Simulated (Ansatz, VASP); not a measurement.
**Two plane-wave programs on MgO**

File POSCAR:

```
MgO
1.0
    0.0000000000      2.1229832880      2.1229832880
    2.1229832880      0.0000000000      2.1229832880
    2.1229832880      2.1229832880      0.0000000000
Mg O
1 1
Direct
    0.0000000000      0.0000000000      0.0000000000
    0.5000000000      0.5000000000      0.5000000000
```

Contents of INCAR.step1:

```
PREC     = Accurate       # precision mode
ENCUT    = 660            # plane-wave cutoff, eV
ISMEAR   = 0              # smearing method
SIGMA    = 0.02           # smearing width, eV
LREAL    = False          # projectors in reciprocal space
LASPH    = True           # aspherical terms in the spheres
NELM     = 120            # most SCF steps
NBANDS   = 11             # bands
GGA      = PE             # functional
ALGO     = Normal         # electronic algorithm
EDIFF    = 1E-5           # SCF threshold, eV
LWAVE    = True           # write WAVECAR
LCHARG   = False          # write CHGCAR
GGA_COMPAT= False
```

INCAR.step2

```
PREC     = Accurate       # precision mode
ENCUT    = 660            # plane-wave cutoff, eV
EDIFF    = 1E-6           # SCF threshold, eV
ISMEAR   = 0              # smearing method
SIGMA    = 0.02           # smearing width, eV
LREAL    = False          # projectors in reciprocal space
LASPH    = True           # aspherical terms in the spheres
NELM     = 120            # most SCF steps
ALGO     = Normal         # electronic algorithm
ISIF     = 2              # what is computed and relaxed
LWAVE    = False          # write WAVECAR
LCHARG   = True           # write CHGCAR
METAGGA  = R2SCAN         # meta-GGA
LMIXTAU  = True         
LELF     = True           # ELF
LVHAR    = True         
NBANDS   = 11             # bands
ISTART   = 1            
GGA_COMPAT= False
```

File KPOINTS:

```
Automatic mesh
0
Gamma
  10 10 10
```

Input for Ansatz:

```yaml
crystal:
  lattice:
    - [0.0, 2.122983288, 2.122983288]
    - [2.122983288, 0.0, 2.122983288]
    - [2.122983288, 2.122983288, 0.0]
  atoms:
    - { symbol: Mg, position: [0.0, 0.0, 0.0] }
    - { symbol: O, position: [0.5, 0.5, 0.5] }
basis:
  ecutwfc: 500
kpoints:
  mp_grid: { grid: [10, 10, 10] }
hamiltonian:
  xc: r2scan
  pseudopotentials: { kind: paw }
scf:
  occupations: { method: gaussian, width: 0.02 }
output:
  forces: true
  stress: true
  eigenvalues: true
```

Alike in both runs: task single point; functional r2SCAN; k mesh 10 × 10 × 10; occupations gaussian, width 0.02 eV; no spin polarisation.

|  | VASP | Ansatz |
| --- | --- | --- |
| version | VASP 6.6.1 | Ansatz 0.2.0 |
| potentials or method | VASP PAW PBE potentials, release 64 (Mg, O), cutoff 660 eV | scalar-relativistic, plane waves, PAW |
| valence electrons in the cell | 8 | 16 |

```csv
,VASP,Ansatz,Ansatz less VASP
gap on the k mesh at the Fermi level (eV),5.37,5.39,+0.020
least direct gap on the mesh (eV),5.37,5.39,+0.020
pressure (GPa),-6.0,-4.6,+1.42
```

VASP's potentials were made for PBE, not for r2SCAN. VASP's potentials hold 8 valence electrons a cell and Ansatz's 16, so a difference there can come from the potentials and not from the codes.
